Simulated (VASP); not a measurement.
A run of VASP 6.6.1 is set up as follows.

POSCAR

```
Al
1.0
   -1.6121581793      1.6121581793      1.6121581793
    1.6121581793     -1.6121581793      1.6121581793
    1.6121581793      1.6121581793     -1.6121581793
Al
1
Direct
    0.0000000000      0.0000000000      0.0000000000
```

INCAR.step1

```
ALGO     = Normal         # electronic algorithm
EDIFF    = 1E-5           # SCF threshold, eV
ENCUT    = 520            # plane-wave cutoff, eV
GGA      = PE             # functional
ISIF     = 2              # what is computed and relaxed
ISMEAR   = -1             # smearing method
LASPH    = T              # aspherical terms in the spheres
LCHARG   = F              # write CHGCAR
LREAL    = F              # projectors in reciprocal space
LWAVE    = T              # write WAVECAR
NBANDS   = 8              # bands
NELM     = 80             # most SCF steps
PREC     = Accurate       # precision mode
SIGMA    = 0.05           # smearing width, eV
```

The input INCAR.step2:

```
AEXX     = 0.25           # exact-exchange fraction
ALGO     = Normal         # electronic algorithm
EDIFF    = 1E-6           # SCF threshold, eV
ENCUT    = 520            # plane-wave cutoff, eV
GGA      = PE             # functional
ISIF     = 2              # what is computed and relaxed
ISMEAR   = -1             # smearing method
ISTART   = 1            
LASPH    = T              # aspherical terms in the spheres
LCHARG   = F              # write CHGCAR
LHFCALC  = T              # exact exchange
LREAL    = F              # projectors in reciprocal space
LWAVE    = F              # write WAVECAR
NBANDS   = 8              # bands
NELM     = 80             # most SCF steps
PREC     = Accurate       # precision mode
PRECFOCK = Normal       
SIGMA    = 0.05           # smearing width, eV
```

KPOINTS

```
k-points
0
Gamma
  6 6 6
```

Potentials or basis: VASP PAW PBE potentials, release 64 (Al).

Run with:

```sh
$ cat potpaw_PBE.64/Al/POTCAR > POTCAR
$ cp INCAR.step1 INCAR
$ mpirun -np 1 vasp_std > vasp.out
$ cp INCAR.step2 INCAR
$ mpirun -np 1 vasp_std > vasp.out
```

**Question.** What does it give for the pressure?

**Answer.** -0.1 GPa.

Caveat: the k points lie up to 0.46 Å⁻¹ apart; the PAW data sets were made with another functional, which shifts forces and pressure a little.
